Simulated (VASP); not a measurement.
CrO2: single point with PBE

CrO2:

```
Cr O
1.0
     4.42100    0.00000    0.00000
     0.00000    4.42100    0.00000
     0.00000    0.00000    2.91700
Cr O
2 4
Direct
  0.50000 0.50000 0.50000
  0.00000 0.00000 0.00000
  0.80100 0.19900 0.50000
  0.69900 0.69900 0.00000
  0.19900 0.80100 0.50000
  0.30100 0.30100 0.00000
```

| Item | Value |
| --- | --- |
| Program | VASP 6.6.1 |
| Task | single point |
| Functional | PBE |
| Potentials or basis | VASP PAW PBE potentials, release 64 (Cr_pv, O) |
| Cutoff | 520 eV |
| k mesh | 6 × 6 × 9 |
| Occupations | fermi-dirac, width 0.05 eV |
| Spin | collinear spin, ferromagnetic start |
| Starting moments | [3.0, 3.0, 0.0, 0.0, 0.0, 0.0] μB |
| Dipole correction | no |
| Further INCAR settings | ALGO = Normal; EDIFF = 1e-07; NBANDS = 37 |

```yaml
Pressure: 3.1 GPa
Largest_force: 0.261 eV/Å
Band_gap_on_the_k_mesh: zero (filled and empty bands overlap)
Net_moment: 4.00 μB per cell
Site_moments: Cr +2.10; O -0.07 μB
Valence_electrons_inside_the_program's_atomic_spheres: Cr 10.86; O 5.04
```

Forces on the atoms (eV/Å):
```
Cr   0.000  0.000  0.000
Cr   0.000  0.000  0.000
O    0.185 -0.185  0.000
O   -0.185 -0.185  0.000
O   -0.185  0.185  0.000
O    0.185  0.185  0.000
```

Stress tensor (GPa, compression positive):
```
3.34 0.00 0.00
0.00 3.34 0.00
0.00 0.00 2.48
```

Levels at points of the mesh, in eV from the Fermi level:
Spin up:
| k point | band 22 | band 23 | band 24 | band 25 | band 26 | band 27 | band 28 | band 29 | band 30 | band 31 |
| --- | --- | --- | --- | --- | --- | --- | --- | --- | --- | --- |
| (0.00, 0.00, 0.00) | -1.22 | -1.22 | -1.19 | -1.15 | -1.15 | -0.62 | 1.15 | 1.20 | 3.71 | 3.71 |
| (0.50, 0.00, 0.00) | -1.59 | -0.84 | -0.84 | -0.29 | -0.29 | 0.33 | 0.33 | 3.35 | 3.35 | 3.39 |
| (0.50, 0.50, 0.00) | -2.16 | -1.53 | -1.53 | -1.13 | -1.13 | 0.90 | 0.90 | 2.77 | 2.77 | 3.69 |
Spin down:
| k point | band 20 | band 21 | band 22 | band 23 | band 24 | band 25 |
| --- | --- | --- | --- | --- | --- | --- |
| (0.00, 0.00, 0.00) | -1.38 | -1.38 | -0.90 | 0.88 | 0.93 | 1.19 |
| (0.50, 0.00, 0.00) | -2.89 | -1.71 | -1.71 | 1.57 | 1.57 | 1.83 |
| (0.50, 0.50, 0.00) | -2.53 | -2.24 | -2.24 | 0.93 | 0.93 | 1.22 |

Run time: 3.9 min on 1 thread of Intel Xeon 8259CL, on a shared host, peak memory 0.29 GiB.

Caveat: the cell stands under pressure; semilocal functionals often make such compounds metallic where correlation or magnetic order opens a gap, which also shifts bond lengths; the run started ferromagnetic, and an antiferromagnetic order may lie lower in energy. With open d or f shells a metallic result of PBE can be an artefact of self-interaction; +U or a hybrid may open a gap.
